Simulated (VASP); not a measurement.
# Ta (I4/mmm) in VASP: notebook

Runs on Ta. Level: PBE. Tasks: single point.

Program: VASP 6.6.1. These are calculated values, not measurements. Logs are shortened: lines on timing, memory, paths and dates and some standing lists are left out, and cuts for length are marked.

### 1 The cell of the first run

The structure is tetragonal, space group I4/mmm (No. 139). The conventional cell has a = 3.105 Å, b = 3.105 Å, c = 3.715 Å, α = 90.00°, β = 90.00°, γ = 90.00°. Within 3.8 Å of Ta (site symmetry 4/mmm) lie 14 Ta at 2.88 to 3.72 Å.

### 2 Single point, PBE (17.91 Å³/atom)

The input, INCAR:

```
SYSTEM = Ta
  PREC = Accurate
  ENCUT = 520
  EDIFF = 1E-6
  ISMEAR = 0
  SIGMA = 0.15
  LREAL = .False.
  LASPH = .True.
  NELM = 60
  ALGO = Normal
  ISIF = 2
  LWAVE = .False.
  LCHARG = .False.
  GGA = PE
  NBANDS = 12
```

The input, KPOINTS:

```
Automatic mesh
0
Gamma
  20 20 20
  0 0 0
```

The input, POSCAR:

```
Ta
1.0
   -1.5527211628      1.5527211628      1.8576755992
    1.5527211628     -1.5527211628      1.8576755992
    1.5527211628      1.5527211628     -1.8576755992
Ta
1
Direct
    0.0000000000      0.0000000000      0.0000000000
```

Potentials or basis: VASP PAW PBE potentials, release 64 (Ta_pv).

On the command line:

```console
$ cat potpaw_PBE.64/Ta_pv/POTCAR > POTCAR
$ mpirun -np 1 vasp_std > vasp.out
```

OUTCAR:

```text
SYSTEM = Ta
   PREC = Accurate
   ENCUT = 520
   EDIFF = 1E-6
   ISMEAR = 0
   LREAL = .False.
   LASPH = .True.
   NELM = 60
   ISIF = 2
   GGA = PE

 ion  position               nearest neighbor table
   1  0.000  0.000  0.000-

  LATTYP: Found a body centered tetragonal cell.
 ALAT       =     3.1054423256
 C/A-ratio  =     1.1964000000

  Lattice vectors:

 A1 = (  -1.5527211628,   1.5527211628,   1.8576755992)
 A2 = (   1.5527211628,  -1.5527211628,   1.8576755992)
 A3 = (   1.5527211628,   1.5527211628,  -1.8576755992)

Analysis of symmetry for initial positions (statically):
=====================================================================
 Subroutine PRICEL returns:
 Original cell was already a primitive cell.

 Routine SETGRP: Setting up the symmetry group for a
 body centered tetragonal supercell.

 Subroutine GETGRP returns: Found 16 space group operations
 (whereof 16 operations were pure point group operations)
 out of a pool of 16 trial point group operations.

The static configuration has the point symmetry D_4h.

Analysis of symmetry for dynamics (positions and initial velocities):
=====================================================================
 Subroutine PRICEL returns:
 Original cell was already a primitive cell.

 Routine SETGRP: Setting up the symmetry group for a
 body centered tetragonal supercell.

 Subroutine GETGRP returns: Found 16 space group operations
 (whereof 16 operations were pure point group operations)
 out of a pool of 16 trial point group operations.

The dynamic configuration has the point symmetry D_4h.

 Subroutine INISYM returns: Found 16 space group operations
 (whereof 16 operations are pure point group operations),
 and found     1 'primitive' translations

----------------------------------------------------------------------------------------

                                     Primitive cell

  volume of cell :      17.9150

  direct lattice vectors                    reciprocal lattice vectors
    -1.552721163  1.552721163  1.857675599     0.000000000  0.322015319  0.269153560
     1.552721163 -1.552721163  1.857675599     0.322015319  0.000000000  0.269153560
     1.552721163  1.552721163 -1.857675599     0.322015319  0.322015319  0.000000000

  length of vectors
     2.876255317  2.876255317  2.876255317     0.419687388  0.419687388  0.455398431

  position of ions in fractional coordinates (direct lattice)
     0.000000000  0.000000000  0.000000000

  ion indices of the primitive-cell ions
   primitive index   ion index
[... 82 lines left out ...]
   TEBEG  =    0.0;   TEEND  =   0.0 temperature during run
   PSTRESS=    0.0 pullay stress
   NELECT =      11.0000    total number of electrons
   NUPDOWN=      -1.0000    fix difference up-down
   EMIN   =  10.00;   EMAX   =-10.00  energy-range for DOS
   EFERMI =   0.00;   METHOD = LEGACY
   ISMEAR =     0;   SIGMA  =   0.15  broadening in eV -4-tet -1-fermi 0-gaus
   EFERMI_NEDOS =   21; number of points for ismear=-14 and -15
   IALGO  =     38    algorithm
   IMIX   =      4    mixing-type and parameters
     AMIX     =   0.40;   BMIX     =  1.00
     AMIX_MAG =   1.60;   BMIX_MAG =  1.00
  volume/ion in A,a.u.               =      17.91       120.90
  Fermi-wavevector in a.u.,A,eV,Ry     =   1.391447  2.629454 26.342591  1.936126
  Thomas-Fermi vector in A             =   2.515286
   LORBIT       =      0    0 simple, 1 ext, 2 COOP (PROOUT), +10 PAW based schemes
   GGA     = PE    functional components
   LHFCALC =     F    Hartree Fock is set to
   AEXX    =    0.0000 exact exchange contribution
   IVDW    =     0    specifies the selected vdW correction
   LEPSILON=     F    determine dielectric tensor
   LRPA    =     F    only Hartree local field effects (RPA)
 non-spin polarized calculation
 Gauss-broadening in eV      SIGMA  =   0.15
  energy-cutoff  :      520.00
  volume of cell :       17.91
 maximum number of plane-waves:       496
 NGX is ok and might be reduce to    24
   NGX = 11   NGY = 11   NGZ = 11

 number of electron      10.9999998 magnetization

 Free energy of the ion-electron system (eV)
  ---------------------------------------------------
  ext. energy  EPLUGINS =         0.00000000
  ---------------------------------------------------
  free energy    TOTEN  =       -11.69623387 eV

  energy without entropy =      -11.68153120  energy(sigma->0) =      -11.68888254

 E-fermi :   5.7023     XC(G=0): -12.6445

 val. band max:        5.7018619634   @ k =  -0.1500   0.3000   0.0500
 cond. band min:       5.7062198538   @ k =   0.5000   0.1500  -0.0000
 fundamental gap:      0.0043578905
 Fermi energy:         5.7022574140

 k-point     1 :       0.0000    0.0000    0.0000
  band No.  band energies     occupation
      1     -27.5255      2.00000
      2     -27.5104      2.00000
      3     -27.5104      2.00000
      4      -2.4074      2.00000
      5       5.9250      0.03573
      6       5.9250      0.03573
      7       7.9058      0.00000
      8       7.9158      0.00000
      9      10.4240      0.00000
     10      18.9722      0.00000
     11      20.2434      0.00000
     12      21.9311      0.00000
[... 331 lines left out ...]
 k-point    24 :      -0.3500    0.0500    0.0000
  band No.  band energies     occupation
      1     -28.4209      2.00000
      2     -27.7284      2.00000
      3     -27.5635      2.00000
      4       0.7451      2.00000
      5       5.2957      1.99987
      6       5.3362      1.99944
      7       7.8402      0.00000
      8      10.3246      0.00000
      9      10.7214      0.00000
     10      18.3511      0.00000
     11      20.2315      0.00000
     12      20.7623      0.00000

 [... further k-points ...]

------------------------ aborting loop because EDIFF is reached ----------------------------------------

  FORCE on cell =-STRESS in cart. coord.  units (eV):
  Direction    XX          YY          ZZ          XY          YZ          ZX
  --------------------------------------------------------------------------------------
  -------------------------------------------------------------------------------------
  Total        1.3522462      1.3522462     -0.3937508      0.0000000      0.0000000     -0.0000000
  in kB      120.9343087    120.9343087    -35.2139902      0.0000000      0.0000000     -0.0000000
  external PRESSURE =      68.8848758 kB  Pullay stress =       0.0000000 kB

 VOLUME and BASIS-vectors are now :
 -----------------------------------------------------------------------------
  energy-cutoff  :      520.00
  volume of cell :       17.91
      direct lattice vectors                 reciprocal lattice vectors
    -1.552721163  1.552721163  1.857675599     0.000000000  0.322015319  0.269153560
     1.552721163 -1.552721163  1.857675599     0.322015319  0.000000000  0.269153560
     1.552721163  1.552721163 -1.857675599     0.322015319  0.322015319  0.000000000

 POSITION                                       TOTAL-FORCE (eV/Angst)
 -----------------------------------------------------------------------------------
      0.00000      0.00000      0.00000         0.000000      0.000000      0.000000
 -----------------------------------------------------------------------------------
    total drift:                               -0.000000      0.000000      0.000000

  FREE ENERGIE OF THE ION-ELECTRON SYSTEM (eV)
  ---------------------------------------------------
  free  energy   TOTEN  =       -11.6962338687 eV

  energy  without entropy=      -11.6815312032  energy(sigma->0) =      -11.68888254
```

OSZICAR:

```text
N       E                     dE             d eps       ncg     rms          rms(c)
DAV:   1     0.615784160514E+02    0.61578E+02   -0.61022E+03 15440   0.874E+02
DAV:   2    -0.111290486962E+02   -0.72707E+02   -0.70956E+02 17196   0.246E+02
DAV:   3    -0.121485179434E+02   -0.10195E+01   -0.10058E+01 18536   0.274E+01
DAV:   4    -0.121512227535E+02   -0.27048E-02   -0.27046E-02 17004   0.158E+00
DAV:   5    -0.121512315471E+02   -0.87936E-05   -0.87934E-05 18416   0.857E-02    0.135E+01
DAV:   6    -0.118046851487E+02    0.34655E+00   -0.28179E-01 18228   0.571E+00    0.663E+00
DAV:   7    -0.116972489367E+02    0.10744E+00   -0.26252E-01 18064   0.512E+00    0.372E-01
DAV:   8    -0.116962648539E+02    0.98408E-03   -0.75869E-03 16760   0.726E-01    0.146E-01
DAV:   9    -0.116962406952E+02    0.24159E-04   -0.12203E-04 18176   0.120E-01    0.270E-02
DAV:  10    -0.116962339767E+02    0.67185E-05   -0.44240E-06 17140   0.224E-02    0.357E-03
DAV:  11    -0.116962338687E+02    0.10804E-06   -0.18343E-07  9504   0.471E-03
   1 F= -.11696234E+02 E0= -.11688883E+02  d E =-.147027E-01
```

Run time: 3.2 min. Hardware: 1 thread of AMD EPYC 7R13, shared host; peak memory 0.22 GiB.

Results:

| Item | Value |
| --- | --- |
| Free energy | -11.6962 eV |
| Pressure | 6.9 GPa |
| Band gap on the k mesh | zero (an odd number of electrons rules out a gap without spin polarisation) |

Stress tensor (GPa, compression positive):
```
12.09  0.00  0.00
 0.00 12.09  0.00
 0.00  0.00 -3.52
```

Caveat: the cell stands under pressure; spin-orbit coupling is left out, which moves the levels of the heavy elements.

### 3 Single point, PBE (17.91 Å³/atom)

The input, INCAR:

```
ALGO = Fast
EDIFF = 1E-6
ENCUT = 520
GGA = PE
ISIF = 2
ISMEAR = 0
LASPH = True
LCHARG = True
LELF = True
LREAL = False
LVHAR = True
LWAVE = False
NBANDS = 12
NELM = 80
PREC = Accurate
SIGMA = 0.15
```

The input, KPOINTS:

```
k-points
0
Gamma
  20 20 20
```

The input, POSCAR:

```
Ta
1.0
   -1.4920361963      1.4920361963      2.0118616071
    1.4920361963     -1.4920361963      2.0118616071
    1.4920361963      1.4920361963     -2.0118616071
Ta
1
Direct
    0.0000000000      0.0000000000      0.0000000000
```

Potentials or basis: VASP PAW PBE potentials, release 64 (Ta_pv).

On the command line:

```console
$ cat potpaw_PBE.64/Ta_pv/POTCAR > POTCAR
$ mpirun -np 1 vasp_std > vasp.out
```

It took 4.1 min on 1 thread of AMD EPYC 7R13, shared host; peak memory 0.22 GiB.

It converged, with:

```
Free energy            : -11.5663 eV
Pressure               : 10.0 GPa
Band gap on the k mesh : zero (an odd number of electrons rules out a gap without spin polarisation)
```

Stress tensor (GPa, compression positive):
```
12.91  0.00  0.00
 0.00 12.91  0.00
 0.00  0.00  4.17
```

Levels at points of the mesh, in eV from the Fermi level:
```tsv
k point	band 2	band 3	band 4	band 5	band 6	band 7	band 8	band 9
(0.00, 0.00, 0.00)	-33.43	-33.43	-8.31	0.26	0.26	0.89	3.18	4.06
(0.50, 0.00, 0.00)	-33.62	-33.55	-4.80	-0.15	0.57	0.87	5.91	6.36
(0.50, 0.50, 0.00)	-33.88	-33.77	-4.67	-3.50	2.89	6.08	6.53	7.19
(0.50, 0.50, 0.50)	-33.92	-33.92	-4.60	-3.64	3.79	6.10	6.88	6.88
```

Caveat: the cell stands under pressure; spin-orbit coupling is left out, which moves the levels of the heavy elements.

### 4 Single point, PBE (18.28 Å³/atom)

This run uses another cell than the first one, of 18.28 Å³/atom.

The input, INCAR:

```
SYSTEM = Ta
PREC = Accurate ; ENCUT = 520
EDIFF = 1E-7 ; ISMEAR = 0
SIGMA = 0.15 ; LREAL = .False.
LASPH = .True. ; NELM = 60
ALGO = Normal ; ISIF = 2
LWAVE = .False. ; LCHARG = .False.
GGA = PE ; NBANDS = 12
```

The input, KPOINTS:

```
Automatic mesh
0
Gamma
  20 20 20
  0 0 0
```

The input, POSCAR:

```
Ta
1.0
   -1.5946485586      1.5946485586      1.7971689256
    1.5946485586     -1.5946485586      1.7971689256
    1.5946485586      1.5946485586     -1.7971689256
Ta
1
Direct
    0.0000000000      0.0000000000      0.0000000000
```

On the command line:

```console
$ cat potpaw_PBE.64/Ta_pv/POTCAR > POTCAR
$ mpirun -np 1 vasp_std > vasp.out
```

Wall time 3.7 min (1 thread of AMD EPYC 7R13, shared host); peak memory 0.22 GiB.

It converged, with:

```
Free energy            : -11.7662 eV
Pressure               : 1.3 GPa
Band gap on the k mesh : zero (an odd number of electrons rules out a gap without spin polarisation)
```

Stress tensor (GPa, compression positive):
```
 4.99  0.00  0.00
 0.00  4.99  0.00
 0.00  0.00 -6.02
```

Levels at points of the mesh, in eV from the Fermi level:
```
           k point  band 3  band 4  band 5  band 6  band 7  band 8
(0.00, 0.00, 0.00)  -33.19   -7.93    0.35    0.35    1.71    2.82
(0.50, 0.00, 0.00)  -33.21   -4.40   -0.98    1.22    2.58    5.09
(0.50, 0.50, 0.00)  -33.29   -4.33   -2.43    2.05    5.02    5.48
(0.50, 0.50, 0.50)  -33.87   -3.97   -3.59    6.38    6.50    6.83
```

Caveat: spin-orbit coupling is left out, which moves the levels of the heavy elements.

### 5 Summary

```csv
cell,gap on the mesh (eV),pressure (GPa)
"a = 2.876 Å, angles 114.7, 114.7, 99.5°, 1 atom",none,6.9
"a = 2.915 Å, angles 118.4, 118.4, 92.7°, 1 atom",none,10.0
"a = 2.884 Å, angles 112.9, 112.9, 102.9°, 1 atom",none,1.3
```

Alike in all rows: task single point; level PBE; potentials or basis VASP PAW PBE potentials, release 64 (Ta_pv); no spin polarisation; k mesh 20 × 20 × 20; cutoff (eV) 520; smearing gaussian 0.15 eV.

Caveats: spin-orbit coupling is left out, which moves the levels of the heavy elements; the cell stands under pressure (at least some runs).

Absolute energies hang on the potentials; compare differences alone.
